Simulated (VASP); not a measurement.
## Ti: single point with r2SCAN+D3(BJ)

Crystal: Ti.

```
Ti
1.0
     2.95000    0.00000    0.00000
    -1.47500    2.55477    0.00000
     0.00000    0.00000    4.68000
Ti
2
Direct
  0.33333 0.66667 0.25000
  0.66667 0.33333 0.75000
```

```json
{
  "Program": "VASP 6.6.1",
  "Task": "single point",
  "Functional": "r2SCAN",
  "Dispersion": "D3(BJ)",
  "Potentials or basis": "VASP PAW PBE potentials, release 64 (Ti_sv)",
  "Cutoff": "550 eV",
  "k mesh": "5 × 5 × 3",
  "Occupations": "fermi-dirac, width 0.15 eV",
  "Spin": "no spin polarisation",
  "Dipole correction": "no",
  "Further INCAR settings": "ALGO = Normal; EDIFF = 1e-06; NBANDS = 19"
}
```

```
Pressure                   : -4.0 GPa
Band gap on the k mesh     : zero (band 12 reaches 9.11 eV, above the bottom of band 13 at 8.18 eV)
Dispersion energy per atom : -0.280 eV
```

Stress tensor (GPa, compression positive):
```
-3.53  0.00  0.00
 0.00 -3.53  0.00
 0.00  0.00 -4.94
```

Levels at points of the mesh, in eV from the Fermi level:
```
           k point  band 10  band 11  band 12  band 13  band 14  band 15
(0.00, 0.00, 0.00)    -2.80     0.52     0.88     0.88     0.99     1.40
```

It took 31 s on 1 thread of Intel Xeon 6975P-C, with other jobs on the host, peak memory 0.17 GiB.

Caveat: the k points lie up to 0.49 Å⁻¹ apart; the PAW data sets were made with another functional, which shifts forces and pressure a little; pairwise dispersion overbinds metals, which lowers pressure and volume.
